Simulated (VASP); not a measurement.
# Al3SiNO (P2/m) in VASP: a series of runs, part 2 of 2

VASP 6.6.1. The steps go on from the part before.

**3. Single point, PBE, collinear spin, ferromagnetic start**

File INCAR:

```
PREC = Accurate ; ENCUT = 520
EDIFF = 1E-6 ; ISMEAR = 0
SIGMA = 0.1 ; LREAL = False
LASPH = True ; NELM = 150
ALGO = Normal ; ISIF = 2
LWAVE = False ; LCHARG = True
ISPIN = 2 ; MAGMOM = 0 0 0 0 1 1
LORBIT = 11 ; GGA = PE
LELF = True ; LVHAR = True
NBANDS = 25
```

File KPOINTS:

```
regular mesh
0
Gamma
  4 4 4
```

File POSCAR:

```
Al3SiNO
1.0
    4.8097241000      0.0000000000      0.0000000000
    0.0000000000      3.9209335100      0.0000000000
   -2.3511994100      0.0000000000      4.3163781000
Al Si N O
3 1 1 1
Direct
    0.3262700100      0.0000000000      0.6517660000
    0.6737299900      0.0000000000      0.3482340000
    0.5000000000      0.5000000000      0.5000000000
    0.5000000000      0.5000000000      0.0000000000
    0.0000000000      0.0000000000      0.0000000000
    0.0000000000      0.5000000000      0.5000000000
```

Potentials or basis: VASP PAW PBE potentials, release 64 (Al, Si, N, O).

The run is started by

```sh
$ cat potpaw_PBE.64/Al/POTCAR potpaw_PBE.64/Si/POTCAR potpaw_PBE.64/N/POTCAR potpaw_PBE.64/O/POTCAR > POTCAR
$ mpirun -np 1 vasp_std > vasp.out
```

It took 1.9 min on 1 thread of Intel Xeon Platinum 8259CL at 2.50GHz (Skylake/Cascade Lake), shared host; peak memory 0.28 GiB.

Results (log left out):

* Free energy: -25.2306 eV
* Pressure: 7.3 GPa
* Largest force: 1.682 eV/Å
* Net moment: 0.72 μB per cell
* Site moments: Al -0.00, -0.01; Si -0.01; N +0.58; O +0.01 μB
* Valence electrons inside the program's atomic spheres: Al 0.79, 0.87; Si 1.65; N 3.37; O 4.87

Forces in eV/Å, atoms in the order of the input:
```
Al  -1.622  0.000  0.445
Al   1.622  0.000 -0.445
Al   0.000  0.000  0.000
Si   0.000  0.000  0.000
N    0.000  0.000  0.000
O    0.000  0.000  0.000
```

Stress tensor (GPa, compression positive):
```
-2.23  0.00 -4.75
 0.00 24.82  0.00
-4.75  0.00 -0.73
```

Levels at points of the mesh, in eV from the Fermi level:
Spin up:
```tsv
k point	band 8	band 9	band 10	band 11	band 12	band 13	band 14	band 15	band 16	band 17
(0.00, 0.00, 0.00)	-4.28	-2.10	-1.42	-1.40	-0.66	-0.25	1.52	2.19	2.48	2.53
(0.50, 0.00, 0.00)	-2.88	-2.38	-1.89	-1.30	-1.27	-0.55	1.08	1.44	2.08	3.00
(0.00, 0.50, 0.00)	-2.82	-2.74	-2.44	-2.35	-2.28	-1.57	-1.33	2.73	2.83	5.35
(0.50, 0.50, 0.00)	-4.20	-3.12	-2.64	-0.39	-0.27	0.07	0.13	1.89	2.32	4.23
(0.00, 0.00, 0.50)	-3.22	-2.64	-1.91	-0.49	-0.12	0.59	0.76	1.19	2.38	2.95
(0.50, 0.00, 0.50)	-3.29	-2.05	-1.80	-1.16	-0.25	-0.24	0.68	2.02	2.05	3.74
(0.00, 0.50, 0.50)	-4.77	-2.73	-1.60	-1.14	-0.34	0.37	2.06	2.86	3.29	4.39
(0.50, 0.50, 0.50)	-5.08	-2.57	-1.65	-0.85	-0.20	1.98	2.01	3.25	3.30	3.69
```
Spin down:
```csv
k point,band 9,band 10,band 11,band 12,band 13,band 14,band 15,band 16
"(0.00, 0.00, 0.00)",-1.86,-1.45,-0.97,-0.20,1.00,1.48,2.22,2.46
"(0.50, 0.00, 0.00)",-2.37,-1.86,-0.83,0.07,0.17,0.97,1.75,2.06
"(0.00, 0.50, 0.00)",-2.41,-2.28,-2.22,-1.94,-1.28,-0.42,2.67,2.77
"(0.50, 0.50, 0.00)",-3.11,-2.18,-0.29,0.07,0.58,0.71,2.35,2.64
"(0.00, 0.00, 0.50)",-2.34,-1.49,-0.14,0.65,0.70,0.98,1.60,2.43
"(0.50, 0.00, 0.50)",-1.56,-1.20,-1.14,-0.30,0.65,1.00,2.02,2.29
"(0.00, 0.50, 0.50)",-2.72,-1.14,0.00,0.25,0.55,2.06,2.81,3.42
"(0.50, 0.50, 0.50)",-2.53,-1.15,0.13,0.62,1.91,2.04,3.41,3.43
```

Caveat: the k points lie up to 0.40 Å⁻¹ apart; forces of over 1 eV/Å act on the atoms, so gaps and moduli don't describe the material at rest.

**4. Relaxation of cell and atoms, PBE, collinear spin, ferromagnetic start**

File INCAR:

```
SYSTEM = Al3SiNO
  PREC = Accurate
  ENCUT = 600
  EDIFF = 1E-6
  ISMEAR = 0
  SIGMA = 0.1
  LREAL = .FALSE.
  LASPH = .TRUE.
  NELM = 150
  ALGO = Normal
  ISIF = 3
  LWAVE = .FALSE.
  LCHARG = .FALSE.
  ISPIN = 2
  MAGMOM = 0 0 0 0 1 1
  LORBIT = 11
  GGA = PE
  IBRION = 2
  NSW = 90
  EDIFFG = -0.04
```

File KPOINTS:

```
regular mesh
0
G
  4 4 4
  0 0 0
```

POSCAR is that of step 3.

The run is started by

```sh
$ cat potpaw_PBE.64/Al/POTCAR potpaw_PBE.64/Si/POTCAR potpaw_PBE.64/N/POTCAR potpaw_PBE.64/O/POTCAR > POTCAR
$ mpirun -np 1 vasp_std > vasp.out
```

Wall time 49 min (1 thread of Oxide Virtual Turin-like, shared host); peak memory 0.29 GiB.

Results (log left out):

* Free energy: -31.6398 eV
* Relaxed volume: 14.46 Å³/atom
* Relaxed cell: a = 3.365 Å, b = 4.965 Å, c = 5.191 Å, α = 90.00°, β = 89.82°, γ = 90.00°
* Space group after relaxing (to 0.05 Å): P2/m (No. 10)
* Energy gained by relaxing: 1067.6 meV/atom
* Ionic steps: 29
* Pressure after relaxing: -0.2 GPa
* Largest force after relaxing: 0.018 eV/Å
* Band gap on the k mesh: zero (filled and empty bands overlap)
* Net moment: 0.00 μB per cell
* Valence electrons inside the program's atomic spheres: Al 0.74, 0.82; Si 1.60; N 3.60; O 5.17

Forces in eV/Å, atoms in the order of the input:
```
Al   0.001  0.000  0.018
Al  -0.001  0.000 -0.018
Al   0.000  0.000  0.000
Si   0.000  0.000  0.000
N    0.000  0.000  0.000
O    0.000  0.000  0.000
```

Stress tensor (GPa, compression positive):
```
-0.26  0.00 -0.10
 0.00  0.02  0.00
-0.10  0.00 -0.27
```

The path:
| step | energy change (eV) | largest force (eV/Å) | pressure (GPa) | volume (Å³) |
| --- | --- | --- | --- | --- |
| 1 | 0.0000 | 1.6818 | 7.23 | 81.40 |
| 2 | -0.9354 | 0.6111 | -3.99 | 88.48 |
| 3 | -1.0338 | 0.8951 | -6.48 | 90.92 |
| 4 | -0.9784 | 1.7704 | -9.18 | 95.69 |
| 5 | -1.0520 | 1.1536 | -7.72 | 92.56 |
| 6 | -1.8699 | 1.9762 | -2.60 | 85.97 |
| 7 | -2.0450 | 2.5243 | 4.39 | 81.49 |
| 8 | -2.4461 | 1.7547 | 6.71 | 80.75 |
| 9 | -2.4681 | 2.1740 | 8.32 | 80.42 |
| 10 | -2.8682 | 1.9617 | 7.03 | 81.57 |
| 11 | -3.4129 | 1.4618 | 9.44 | 84.32 |
| 12 | -4.0002 | 0.3611 | 3.12 | 87.75 |
| 13 | -4.4392 | 0.8390 | -3.86 | 93.31 |
| 14 | -4.4855 | 1.0734 | -5.91 | 95.50 |
| 15 | -4.7533 | 0.8994 | -4.00 | 93.45 |
| 16 | -5.0522 | 0.6131 | 1.08 | 89.31 |
| 17 | -5.0659 | 0.5795 | 3.56 | 87.73 |
| 18 | -5.3013 | 0.5004 | 2.19 | 87.72 |
| 19 | -5.7992 | 0.7402 | 0.98 | 86.67 |
| 20 | -5.2144 | 0.7448 | 11.77 | 80.56 |
| 21 | -5.9410 | 0.5037 | 2.48 | 85.36 |
| 22 | -6.2224 | 0.2454 | -2.09 | 87.82 |
| 23 | -6.2313 | 0.3968 | -2.73 | 88.24 |
| 24 | -6.3567 | 0.7600 | 0.79 | 86.10 |
| 25 | -6.3619 | 0.8671 | 1.70 | 85.60 |
| 26 | -6.4042 | 0.1295 | -0.06 | 86.66 |
| 27 | -6.4050 | 0.0198 | 0.15 | 86.53 |
| 28 | -6.4049 | 0.0338 | 0.11 | 86.55 |
| 29 | -6.4059 | 0.0181 | -0.17 | 86.73 |

Final structure:
```
CELL_PARAMETERS angstrom
3.33973 0.00000 0.41390
0.00000 4.96520 0.00000
-0.62200 0.00000 5.15331
ATOMIC_POSITIONS crystal
Al 0.46442 0.00000 0.76451
Al 0.53558 0.00000 0.23549
Al 0.50000 0.50000 0.50000
Si 0.50000 0.50000 0.00000
N 0.00000 0.00000 0.00000
O 0.00000 0.50000 0.50000
```

Levels at points of the mesh, in eV from the Fermi level:
Spin up:
| k point | band 8 | band 9 | band 10 | band 11 | band 12 | band 13 | band 14 | band 15 | band 16 | band 17 |
| --- | --- | --- | --- | --- | --- | --- | --- | --- | --- | --- |
| (0.00, 0.00, 0.00) | -4.36 | -3.91 | -3.79 | -0.03 | 0.69 | 1.08 | 1.24 | 2.77 | 3.48 | 3.78 |
| (0.50, 0.00, 0.00) | -3.44 | -3.32 | -3.13 | -2.69 | -2.44 | -1.60 | 0.65 | 1.84 | 2.57 | 3.18 |
| (0.00, 0.50, 0.00) | -4.13 | -2.61 | -1.75 | -1.45 | -0.70 | -0.33 | 1.82 | 3.26 | 4.21 | 5.47 |
| (0.50, 0.50, 0.00) | -4.02 | -3.95 | -3.56 | -2.68 | -0.44 | 0.85 | 1.21 | 1.51 | 1.54 | 4.65 |
| (0.00, 0.00, 0.50) | -4.25 | -3.20 | -2.75 | -1.32 | -0.02 | 0.75 | 1.40 | 2.86 | 3.49 | 6.33 |
| (0.50, 0.00, 0.50) | -4.03 | -3.85 | -2.70 | -2.46 | -0.96 | -0.30 | 0.00 | 2.23 | 3.07 | 5.38 |
| (0.00, 0.50, 0.50) | -3.61 | -3.46 | -3.24 | -1.36 | -1.29 | 2.65 | 2.80 | 2.95 | 3.88 | 4.23 |
| (0.50, 0.50, 0.50) | -4.87 | -3.32 | -2.59 | -1.69 | 0.30 | 1.32 | 3.21 | 4.00 | 4.11 | 4.23 |
Spin down:
| k point | band 10 | band 11 | band 12 | band 13 | band 14 | band 15 |
| --- | --- | --- | --- | --- | --- | --- |
| (0.00, 0.00, 0.00) | -3.79 | -0.03 | 0.69 | 1.08 | 1.24 | 2.77 |
| (0.50, 0.00, 0.00) | -3.13 | -2.69 | -2.44 | -1.60 | 0.65 | 1.84 |
| (0.00, 0.50, 0.00) | -1.75 | -1.45 | -0.70 | -0.33 | 1.82 | 3.26 |
| (0.50, 0.50, 0.00) | -3.56 | -2.68 | -0.44 | 0.85 | 1.21 | 1.51 |
| (0.00, 0.00, 0.50) | -2.75 | -1.32 | -0.02 | 0.75 | 1.40 | 2.86 |
| (0.50, 0.00, 0.50) | -2.70 | -2.46 | -0.96 | -0.30 | 0.00 | 2.23 |
| (0.00, 0.50, 0.50) | -3.24 | -1.36 | -1.29 | 2.65 | 2.80 | 2.95 |
| (0.50, 0.50, 0.50) | -2.59 | -1.69 | 0.30 | 1.32 | 3.21 | 4.00 |

Caveat: the k points lie up to 0.47 Å⁻¹ apart in the final cell.

**5. Summary**

```csv
task,spin,cell,cutoff (eV),gap on the mesh (eV),pressure (GPa),moment (μB),largest force (eV/Å)
single point,off,as given,520,none,6.4,-,1.76
single point,"collinear, ferromagnetic start",as given,520,none,7.3,0.72,1.68
relaxation of cell and atoms,"collinear, ferromagnetic start",relaxed,600,none,-0.2,0.00,0.02
```

Alike in all rows: level PBE; potentials or basis VASP PAW PBE potentials, release 64 (Al, Si, N, O); k mesh 4 × 4 × 4; smearing gaussian 0.1 eV.

Caveats: all runs use coarse meshes; forces of over 1 eV/Å act on the atoms, so gaps and moduli don't describe the material at rest (some runs).

Absolute energies hang on the potentials; compare differences alone.
